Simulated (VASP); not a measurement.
A run of VASP 6.6.1 is set up as follows.

File INCAR:

```
ALGO = Normal ; EDIFF = 1E-8
ENCUT = 520 ; GGA = PE
ISIF = 2 ; ISMEAR = -1
LASPH = T ; LCHARG = F
LEFG = T ; LREAL = F
LWAVE = F ; NBANDS = 21
NELM = 60 ; PREC = Accurate
SIGMA = 0.05
```

File KPOINTS:

```
k-points
0
Gamma
  10 10 10
```

File POSCAR:

```
Ge
1.0
    0.0141438500      2.8287700000      2.8287700000
    2.8287700000      0.0141438500      2.8287700000
    2.8429138500      2.8429138500      0.0000000000
Ge
2
Direct
    0.5000000000      0.5000000000      0.5000000000
    0.7500000000      0.7500000000      0.7500000000
```

Potentials or basis: VASP PAW PBE potentials, release 64 (Ge_d).

Run with:

```sh
$ cat potpaw_PBE.64/Ge_d/POTCAR > POTCAR
$ mpirun -np 1 vasp_std > vasp.out
```

Question: What does it give for the largest force?

Answer: 0.092 eV/Å.

Question: What does it give for the pressure?

Answer: 3.6 GPa.

Electric field gradients, principal values (V/Å²):
| atom | least | middle | greatest (by size) |
| --- | --- | --- | --- |
| 1 Ge | 0.017 | 4.881 | -4.898 |
| 2 Ge | 0.017 | 4.881 | -4.898 |

Caveat: the cell differs from its parent crystal (xy shear strain of +1 %); without QUAD_EFG the Cq values of the log hold for a quadrupole moment of 1 mb, not for the nuclei.
